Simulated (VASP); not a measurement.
# ZnSe in VASP: a series of runs, part 2 of 2

VASP 6.6.1. The steps go on from the part before.

## (5) Single point, PBE

This run uses another cell than the first one, of 85.80 Å³/atom, 0.971 times its volume.

The input, INCAR:

```
SYSTEM = ZnSe
ALGO = Normal
DIPOL = 0.5 0.5 0.408
EDIFF = 1E-6
ENCUT = 520
GGA = PE
IDIPOL = 3
ISIF = 2
ISMEAR = 0
LASPH = .TRUE.
LCHARG = .FALSE.
LDIPOL = .TRUE.
LREAL = Auto
LWAVE = .FALSE.
NBANDS = 86
NELM = 80
PREC = Accurate
SIGMA = 0.05
```

The input, KPOINTS:

```
k-points
0
G
  2 2 1
  0 0 0
```

The input, POSCAR:

```
ZnSe
1.0
    8.1060462700      0.0000000000      0.0000000000
   -4.0530231350      7.0200419941      0.0000000000
    0.0000000000      0.0000000000     24.1243994152
Se Zn
8 8
Direct
    0.5000000000      0.0000000000      0.3316144730
    0.5000000000      0.5000000000      0.3316144730
    0.0000000000      0.0000000000      0.3316144730
    0.0000000000      0.5000000000      0.3316144730
    0.6762576753      0.8534329321      0.4803821958
    0.6756048070      0.3230957313      0.4803794783
    0.1659302249      0.8334879354      0.4756898299
    0.1468189202      0.3239696182      0.4807758711
    0.1666666667      0.8333333333      0.3659083789
    0.1666666667      0.3333333333      0.3659083789
    0.6666666667      0.8333333333      0.3659083789
    0.6666666667      0.3333333333      0.3659083789
    0.3395542802      0.6607944293      0.4675151595
    0.3390834355      0.1797354085      0.4670046886
    0.8196065674      0.6600633174      0.4678017670
    0.8334242128      0.1668815573      0.4242439112
```

Potentials or basis: VASP PAW PBE potentials, release 64 (Se, Zn).

Launch:

```
> cat potpaw_PBE.64/Se/POTCAR potpaw_PBE.64/Zn/POTCAR > POTCAR
> mpirun -np 1 vasp_std > vasp.out
```

OUTCAR:

```text
SYSTEM = ZnSe
   EDIFF = 1E-6
   ENCUT = 520
   GGA = PE
   ISIF = 2
   ISMEAR = 0
   LASPH = .TRUE.
   LREAL = Auto
   NELM = 80
   PREC = Accurate

 ion  position               nearest neighbor table
   1  0.500  0.000  0.332-   9 2.48  12 2.48  11 2.48
   2  0.500  0.500  0.332-  10 2.48  11 2.48  12 2.48
   3  0.000  0.000  0.332-  11 2.48  10 2.48   9 2.48
   4  0.000  0.500  0.332-  12 2.48   9 2.48  10 2.48
   5  0.676  0.853  0.480-  15 2.39  13 2.39  16 2.58  11 2.77
   6  0.676  0.323  0.480-  14 2.39  15 2.39  16 2.59  12 2.76
   7  0.166  0.833  0.476-  15 2.44  13 2.44  14 2.44   9 2.65
   8  0.147  0.324  0.481-  14 2.39  13 2.39  16 2.59  10 2.77
   9  0.167  0.833  0.366-   1 2.48   4 2.48   3 2.48   7 2.65
  10  0.167  0.333  0.366-   2 2.48   3 2.48   4 2.48  16 2.73   8 2.77
  11  0.667  0.833  0.366-   3 2.48   2 2.48   1 2.48  16 2.73   5 2.77
  12  0.667  0.333  0.366-   4 2.48   1 2.48   2 2.48  16 2.73   6 2.76
  13  0.340  0.661  0.468-   5 2.39   8 2.39   7 2.44
  14  0.339  0.180  0.467-   6 2.39   8 2.39   7 2.44
  15  0.820  0.660  0.468-   5 2.39   6 2.39   7 2.44
  16  0.833  0.167  0.424-   5 2.58   6 2.59   8 2.59  12 2.73  10 2.73  11 2.73

  LATTYP: Found a hexagonal cell.
 ALAT       =     8.1060462700
 C/A-ratio  =     2.9760993969

  Lattice vectors:

 A1 = (   8.1060462700,   0.0000000000,   0.0000000000)
 A2 = (  -4.0530231350,   7.0200419941,   0.0000000000)
 A3 = (   0.0000000000,   0.0000000000,  24.1243994152)

Analysis of symmetry for initial positions (statically):
=====================================================================
 Subroutine PRICEL returns:
 Original cell was already a primitive cell.

 Routine SETGRP: Setting up the symmetry group for a
 hexagonal supercell.

 Subroutine GETGRP returns: Found  1 space group operations
 (whereof  1 operations were pure point group operations)
[... 150 lines left out ...]
   AEXX    =    0.0000 exact exchange contribution
   IVDW    =     0    specifies the selected vdW correction
   LEPSILON=     F    determine dielectric tensor
   LRPA    =     F    only Hartree local field effects (RPA)
 non-spin polarized calculation
 Gauss-broadening in eV      SIGMA  =   0.05
  energy-cutoff  :      520.00
  volume of cell :     1372.79
 maximum number of plane-waves:     36978
   NGX = 31   NGY = 31   NGZ = 89

 number of electron     144.0000074 magnetization

 dipolmoment           0.000000      0.000000     -0.411810 electrons x Angstroem

 Free energy of the ion-electron system (eV)
  ---------------------------------------------------
  ext. energy  EPLUGINS =         0.00000000
  ---------------------------------------------------
  free energy    TOTEN  =       -44.42745779 eV

  energy without entropy =      -44.42745779  energy(sigma->0) =      -44.42745779

 E-fermi :  -3.3597     XC(G=0):  -2.9745

 val. band max:       -3.5854029149   @ k =   0.0000   0.0000   0.0000
 cond. band min:      -2.7598866909   @ k =   0.0000   0.0000   0.0000
 fundamental gap:      0.8255162239
 Fermi energy:        -3.3596808546

 k-point     1 :       0.0000    0.0000    0.0000
  band No.  band energies     occupation
      1     -16.9972      2.00000
      2     -16.4336      2.00000
      3     -16.3946      2.00000
      4     -16.3863      2.00000
      5     -15.7322      2.00000
      6     -15.2343      2.00000
[... 337 lines left out ...]
     83       0.8873      0.00000
     84       1.4406      0.00000
 [bands above 84 left out]

------------------------ aborting loop because EDIFF is reached ----------------------------------------

 vacuum level on the upper side and lower side of the slab       (xc-potential included)        -0.748         0.533

  FORCE on cell =-STRESS in cart. coord.  units (eV):
  Direction    XX          YY          ZZ          XY          YZ          ZX
  --------------------------------------------------------------------------------------
  -------------------------------------------------------------------------------------
  Total       -2.5115749     -2.5565884     -1.0698006     -0.0022979     -0.0071136      0.0094104
  in kB       -2.9312402     -2.9837752     -1.2485562     -0.0026818     -0.0083023      0.0109828
  external PRESSURE =      -2.3878572 kB  Pullay stress =       0.0000000 kB

 VOLUME and BASIS-vectors are now :
 -----------------------------------------------------------------------------
  energy-cutoff  :      520.00
  volume of cell :     1372.79
      direct lattice vectors                 reciprocal lattice vectors
     8.106046270  0.000000000  0.000000000     0.123364704  0.071224645  0.000000000
    -4.053023135  7.020041994  0.000000000     0.000000000  0.142449290  0.000000000
     0.000000000  0.000000000 24.124399415     0.000000000  0.000000000  0.041451809

 POSITION                                       TOTAL-FORCE (eV/Angst)
 -----------------------------------------------------------------------------------
      4.05302      0.00000      8.00000         0.186953      0.107665      0.337896
      2.02651      3.51002      8.00000        -0.002655     -0.002186      0.423913
      0.00000      0.00000      8.00000        -0.188394      0.113564      0.339971
     -2.02651      3.51002      8.00000         0.002262     -0.219557      0.337980
      2.02279      5.99114     11.58893        -0.001628      0.003103      0.056972
      4.16697      2.26815     11.58887         0.011225      0.005616      0.044807
[... 8 lines left out ...]
      3.96852      4.63367     11.28544         0.025737      0.001524     -0.016861
      6.07940      1.17152     10.23463         0.006979      0.013940     -0.008128
 -----------------------------------------------------------------------------------
    total drift:                               -0.000908     -0.004806     -0.057649

  FREE ENERGIE OF THE ION-ELECTRON SYSTEM (eV)
  ---------------------------------------------------
  free  energy   TOTEN  =       -44.4274577934 eV

  energy  without entropy=      -44.4274577934  energy(sigma->0) =      -44.42745779

 vacuum level on the upper side and lower side of the slab         1.173         2.486
```

OSZICAR:

```text
N       E                     dE             d eps       ncg     rms          rms(c)
DAV:   1     0.929793059507E+03    0.92979E+03   -0.55045E+04   704   0.134E+03
DAV:   2     0.809135167756E+02   -0.84888E+03   -0.82409E+03   848   0.293E+02
DAV:   3    -0.416848684267E+02   -0.12260E+03   -0.12158E+03   808   0.110E+02
[... 18 lines left out ...]
DAV:  22    -0.444274524192E+02   -0.12003E-04   -0.39998E-07   500   0.393E-03    0.474E-04
DAV:  23    -0.444274543208E+02   -0.19015E-05   -0.67719E-08   480   0.196E-03    0.428E-04
DAV:  24    -0.444274564349E+02   -0.21141E-05   -0.37356E-08   436   0.166E-03    0.359E-04
DAV:  25    -0.444274575629E+02   -0.11280E-05   -0.19007E-08   460   0.135E-03    0.195E-04
DAV:  26    -0.444274577934E+02   -0.23056E-06    0.33102E-08   440   0.684E-04
   1 F= -.44427458E+02 E0= -.44427458E+02  d E =-.187270E-10
```

Wall time 22 min (1 thread of Oxide Virtual Turin-like, shared host); peak memory 1.3 GiB.

What came out:

```
Free energy            : -44.4275 eV
Largest force          : 0.605 eV/Å
Band gap on the k mesh : 0.83 eV, direct
```

Forces on the atoms (eV/Å):
```
Se   0.187  0.108  0.338
Se  -0.003 -0.002  0.424
Se  -0.188  0.114  0.340
Se   0.002 -0.220  0.338
Se  -0.002  0.003  0.057
Se   0.011  0.006  0.045
Se   0.009  0.000 -0.005
Se  -0.013 -0.004  0.020
Zn  -0.001 -0.003 -0.111
Zn   0.327  0.193 -0.470
Zn  -0.001 -0.380 -0.471
Zn  -0.329  0.191 -0.470
Zn  -0.028 -0.002 -0.010
Zn  -0.005 -0.019  0.000
Zn   0.026  0.002 -0.017
Zn   0.007  0.014 -0.008
```

Levels at points of the mesh, in eV from the valence-band top:
```tsv
k point	band 70	band 71	band 72	band 73	band 74	band 75
(0.00, 0.00, 0.00)	-0.82	0.00	0.00	0.83	1.29	2.06
(0.50, 0.00, 0.00)	-0.62	-0.58	-0.54	1.75	2.43	2.77
(0.00, 0.50, 0.00)	-0.62	-0.59	-0.54	1.76	2.44	2.76
(0.50, 0.50, 0.00)	-0.62	-0.58	-0.54	1.75	2.43	2.77
```

Caveat: the k points lie up to 0.45 Å⁻¹ apart.

## (6) Summary

```csv
cell,gap on the mesh (eV),largest force (eV/Å)
"a = 8.106, b = 8.106, c = 24.839 Å, angles 90.0, 90.0, 120.0°, 16 atoms",0.83,0.59
"a = 8.106, b = 8.106, c = 20.137 Å, angles 90.0, 90.0, 120.0°, 16 atoms",0.95,0.44
"a = 8.106, b = 8.106, c = 24.124 Å, angles 90.0, 90.0, 120.0°, 16 atoms",0.83,0.60
```

Alike in all rows: task single point; level PBE; potentials or basis VASP PAW PBE potentials, release 64 (Se, Zn); no spin polarisation; k mesh 2 × 2 × 1; cutoff (eV) 520; smearing gaussian 0.05 eV.

Caveats: all runs use coarse meshes.

Absolute energies hang on the potentials; compare differences alone.
